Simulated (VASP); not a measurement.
Write the native input for VASP 6.6.1 that does the following.

```yaml
Task: single point
Functional: PBEsol
Potentials_or_basis: VASP PAW PBE potentials, release 64 (Ge_d)
Cutoff: 520 eV
k_mesh: 14 × 14 × 10
Occupations: gaussian, width 0.1 eV
Spin: no spin polarisation
Dipole_correction: no
Further_INCAR_settings: ALGO = Normal; EDIFF = 1e-07; NBANDS = 36
```

The structure of Ge lies in POSCAR:

```
Ge
1.0
    2.7806785653      2.7806785653      0.0000000000
   -2.7806785653      2.7806785653      0.0000000000
    0.0000000000      0.0000000000      5.7614644191
Ge
4
Direct
    0.5000000000      0.5000000000      0.5000000000
    0.5000000000      0.0000000000      0.2500000000
    0.0000000000      0.0000000000      0.0000000000
    0.0000000000      0.5000000000      0.7500000000
```

This cell differs from its parent crystal: biaxial strain in the a-b plane: -2.0 %, then relaxed in part.

The input as run:

INCAR

```
SYSTEM = Ge
  PREC = Accurate
  ENCUT = 520
  EDIFF = 1E-7
  ISMEAR = 0
  SIGMA = 0.1
  LREAL = .FALSE.
  LASPH = .TRUE.
  NELM = 60
  ALGO = Normal
  ISIF = 2
  LWAVE = .FALSE.
  LCHARG = .TRUE.
  GGA = PS
  LELF = .TRUE.
  LVHAR = .TRUE.
  NBANDS = 36
```

KPOINTS

```
regular mesh
0
G
  14 14 10
  0 0 0
```

Potentials or basis: VASP PAW PBE potentials, release 64 (Ge_d).

Run with:

```bash
$ cat potpaw_PBE.64/Ge_d/POTCAR > POTCAR
$ mpirun -np 1 vasp_std > vasp.out
```

Results of the run:

- Pressure: 1.8 GPa
- Band gap on the k mesh: 0.03 eV

Caveat: the cell differs from its parent crystal (biaxial strain in the a-b plane: -2.0 %, then relaxed in part); the PAW data sets were made with another functional, which shifts forces and pressure a little.

It took 6.5 min on 1 thread of Intel(R) Xeon(R) Platinum 8488C (Sapphire Rapids) (shared host), peak memory 0.55 GiB.
